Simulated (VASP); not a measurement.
# Cu (Fm-3m) in VASP: a series of runs, part 2 of 2

VASP 6.6.1. The steps go on from the part before.

## Step 3: Single point, PBE

The input, INCAR:

```
  PREC = Accurate
  ENCUT = 600
  EDIFF = 1E-6
  ISMEAR = 0
  SIGMA = 0.1
  LREAL = False
  LASPH = True
  NELM = 120
  ALGO = Normal
  ISIF = 2
  LWAVE = False
  LCHARG = True
  GGA = PE
  LELF = True
  LVHAR = True
  NBANDS = 12
  GGA_COMPAT = False
```

The input, KPOINTS:

```
Automatic mesh
0
Gamma
  20 20 20
```

The input, POSCAR:

```
Cu
1.0
    0.0000000000      1.8143713337      1.8143713337
    1.8143713337      0.0000000000      1.8143713337
    1.8143713337      1.8143713337      0.0000000000
Cu
1
Direct
    0.0000000000      0.0000000000      0.0000000000
```

Potentials or basis: VASP PAW PBE potentials, release 64 (Cu).

Launch:

```sh
cat potpaw_PBE.64/Cu/POTCAR > POTCAR
mpirun -np 1 vasp_std > vasp.out
```

OUTCAR:

```text
PREC = Accurate
   ENCUT = 600
   EDIFF = 1E-6
   ISMEAR = 0
   LREAL = False
   LASPH = True
   NELM = 120
   ISIF = 2
   GGA = PE

 ion  position               nearest neighbor table
   1  0.000  0.000  0.000-

  LATTYP: Found a face centered cubic cell.
 ALAT       =     3.6287426674

  Lattice vectors:

 A1 = (   0.0000000000,   1.8143713337,   1.8143713337)
 A2 = (   1.8143713337,   0.0000000000,   1.8143713337)
 A3 = (   1.8143713337,   1.8143713337,   0.0000000000)

Analysis of symmetry for initial positions (statically):
=====================================================================
 Subroutine PRICEL returns:
 Original cell was already a primitive cell.

 Routine SETGRP: Setting up the symmetry group for a
 face centered cubic supercell.

 Subroutine GETGRP returns: Found 48 space group operations
 (whereof 48 operations were pure point group operations)
 out of a pool of 48 trial point group operations.

The static configuration has the point symmetry O_h .

Analysis of symmetry for dynamics (positions and initial velocities):
=====================================================================
 Subroutine PRICEL returns:
 Original cell was already a primitive cell.

 Routine SETGRP: Setting up the symmetry group for a
 face centered cubic supercell.

 Subroutine GETGRP returns: Found 48 space group operations
 (whereof 48 operations were pure point group operations)
 out of a pool of 48 trial point group operations.

The dynamic configuration has the point symmetry O_h .

 Subroutine INISYM returns: Found 48 space group operations
 (whereof 48 operations are pure point group operations),
 and found     1 'primitive' translations

----------------------------------------------------------------------------------------

                                     Primitive cell

  volume of cell :      11.9456

  direct lattice vectors                    reciprocal lattice vectors
[... 106 lines left out ...]
  volume/ion in A,a.u.               =      11.95        80.61
  Fermi-wavevector in a.u.,A,eV,Ry     =   1.592708  3.009782 34.514163  2.536719
  Thomas-Fermi vector in A             =   2.691051
   LORBIT       =      0    0 simple, 1 ext, 2 COOP (PROOUT), +10 PAW based schemes
   GGA     = PE    functional components
   LHFCALC =     F    Hartree Fock is set to
   AEXX    =    0.0000 exact exchange contribution
   IVDW    =     0    specifies the selected vdW correction
   LEPSILON=     F    determine dielectric tensor
   LRPA    =     F    only Hartree local field effects (RPA)
 non-spin polarized calculation
 Gauss-broadening in eV      SIGMA  =   0.10
  energy-cutoff  :      600.00
  volume of cell :       11.95
 maximum number of plane-waves:       415
   NGX = 11   NGY = 11   NGZ = 11

 number of electron      10.9999998 magnetization

 Free energy of the ion-electron system (eV)
  ---------------------------------------------------
  ext. energy  EPLUGINS =         0.00000000
  ---------------------------------------------------
  free energy    TOTEN  =        -3.72938202 eV

  energy without entropy =       -3.72804985  energy(sigma->0) =       -3.72871594

 E-fermi :   7.4187     XC(G=0): -12.6598

 val. band max:        7.4002393413   @ k =   0.5000   0.2500   0.1000
 cond. band min:       7.4660628947   @ k =   0.5000   0.3500   0.1500
 fundamental gap:      0.0658235534
 Fermi energy:         7.4187261229

 k-point     1 :       0.0000    0.0000    0.0000
  band No.  band energies     occupation
      1      -1.8196      2.00000
      2       4.4544      2.00000
      3       4.4544      2.00000
      4       4.4544      2.00000
      5       5.2620      2.00000
      6       5.2620      2.00000
      7      29.9479      0.00000
      8      32.5043      0.00000
      9      32.5043      0.00000
     10      32.5043      0.00000
     11      34.9877      0.00000
     12      34.9877      0.00000
[... 331 lines left out ...]
 k-point    24 :      -0.3500    0.0500    0.0000
  band No.  band energies     occupation
      1       1.9711      2.00000
      2       4.4804      2.00000
      3       4.5195      2.00000
      4       4.6554      2.00000
      5       5.5723      2.00000
      6       5.8513      2.00000
      7      14.6595      0.00000
      8      27.1079      0.00000
      9      29.5042      0.00000
     10      30.4189      0.00000
     11      32.7482      0.00000
     12      34.4706      0.00000

 [... further k-points ...]
[... 5 lines left out ...]
  --------------------------------------------------------------------------------------
  -------------------------------------------------------------------------------------
  Total        0.0560381      0.0560381      0.0560381     -0.0000000     -0.0000000      0.0000000
  in kB        7.5159825      7.5159825      7.5159825     -0.0000000     -0.0000000      0.0000000
  external PRESSURE =       7.5159825 kB  Pullay stress =       0.0000000 kB

 VOLUME and BASIS-vectors are now :
 -----------------------------------------------------------------------------
  energy-cutoff  :      600.00
  volume of cell :       11.95
      direct lattice vectors                 reciprocal lattice vectors
     0.000000000  1.814371334  1.814371334    -0.275577546  0.275577546  0.275577546
     1.814371334  0.000000000  1.814371334     0.275577546 -0.275577546  0.275577546
     1.814371334  1.814371334  0.000000000     0.275577546  0.275577546 -0.275577546

 POSITION                                       TOTAL-FORCE (eV/Angst)
 -----------------------------------------------------------------------------------
      0.00000      0.00000      0.00000        -0.000000      0.000000      0.000000
 -----------------------------------------------------------------------------------
    total drift:                                0.000000     -0.000000      0.000000

  FREE ENERGIE OF THE ION-ELECTRON SYSTEM (eV)
  ---------------------------------------------------
  free  energy   TOTEN  =        -3.7293820249 eV

  energy  without entropy=       -3.7280498521  energy(sigma->0) =       -3.72871594
```

Wall time 19 s (1 thread of Intel Xeon Platinum 8375C at 2.90GHz (Ice Lake), shared host); peak memory 0.16 GiB.

Results:

* Free energy: -3.7294 eV
* Pressure: 0.8 GPa

## Step 4: Relaxation of cell and atoms, PBE

The input, INCAR:

```
SYSTEM = Cu
ALGO = Normal ; EDIFF = 1E-7
EDIFFG = -0.002 ; ENCUT = 600
GGA = PE ; GGA_COMPAT = .False.
IBRION = 2 ; ISIF = 3
ISMEAR = 0 ; LASPH = .True.
LCHARG = .False. ; LREAL = .False.
LWAVE = .False. ; NELM = 120
NELMIN = 4 ; NSW = 100
PREC = Accurate ; SIGMA = 0.1
```

The input, KPOINTS:

```
k-points
0
Gamma
  20 20 20
  0 0 0
```

The input, POSCAR:

```
Cu
1.0
    0.0000000000      1.8133626063      1.8133626063
    1.8133626063      0.0000000000      1.8133626063
    1.8133626063      1.8133626063      0.0000000000
Cu
1
Direct
    0.0000000000      0.0000000000      0.0000000000
```

Launch:

```sh
cat potpaw_PBE.64/Cu/POTCAR > POTCAR
mpirun -np 1 vasp_std > vasp.out
```

Wall time 33 s (1 thread of Intel Xeon Platinum 8375C at 2.90GHz (Ice Lake), shared host); peak memory 0.16 GiB.

Results (log left out):

```
Free energy                            : -3.7295 eV
Relaxed volume                         : 12.01 Å³/atom
Relaxed cell                           : a = 2.570 Å, b = 2.570 Å, c = 2.570 Å, α = 60.00°, β = 60.00°, γ = 60.00°
Space group after relaxing (to 0.05 Å) : Fm-3m (No. 225)
Energy gained by relaxing              : 0.2 meV/atom
Ionic steps                            : 3
Pressure after relaxing                : 0.0 GPa
```

The path:
```csv
step,energy change (eV),largest force (eV/Å),pressure (GPa),volume (Å³)
1,0.0000,0.0000,0.95,11.93
2,-0.0002,0.0000,-0.46,12.05
3,-0.0002,0.0000,0.02,12.01
```

Final structure:
```
Cu
1.0
     0.00000    1.81740    1.81740
     1.81740    0.00000    1.81740
     1.81740    1.81740    0.00000
Cu
1
Direct
  0.00000 0.00000 0.00000
```

Levels at points of the mesh, in eV from the Fermi level:
| k point | band 2 | band 3 | band 4 | band 5 | band 6 | band 7 | band 8 | band 9 |
| --- | --- | --- | --- | --- | --- | --- | --- | --- |
| (0.00, 0.00, 0.00) | -2.95 | -2.95 | -2.95 | -2.15 | -2.15 | 22.49 | 25.01 | 25.01 |
| (0.50, 0.00, 0.00) | -2.98 | -2.98 | -1.59 | -1.59 | -0.93 | 3.70 | 20.99 | 21.84 |
| (0.50, 0.50, 0.00) | -4.31 | -1.61 | -1.45 | -1.45 | 1.54 | 7.03 | 12.98 | 12.98 |

## Step 5: Summary

```tsv
task	cell	k mesh	gap on the mesh (eV)	pressure (GPa)
single point	a = 2.564 Å, angles 60.0°, 1 atom	10 × 10 × 10	none	1.2
single point	a = 2.566 Å, angles 60.0°, 1 atom	20 × 20 × 20	none	0.8
relaxation of cell and atoms	relaxed from a = 2.564 Å, angles 60.0°, 1 atom	20 × 20 × 20	none	0.0
```

Alike in all rows: level PBE; potentials or basis VASP PAW PBE potentials, release 64 (Cu); no spin polarisation; cutoff (eV) 600; smearing gaussian 0.1 eV.

Total energies depend on the potentials used, so only differences within one code and one set of settings carry meaning.
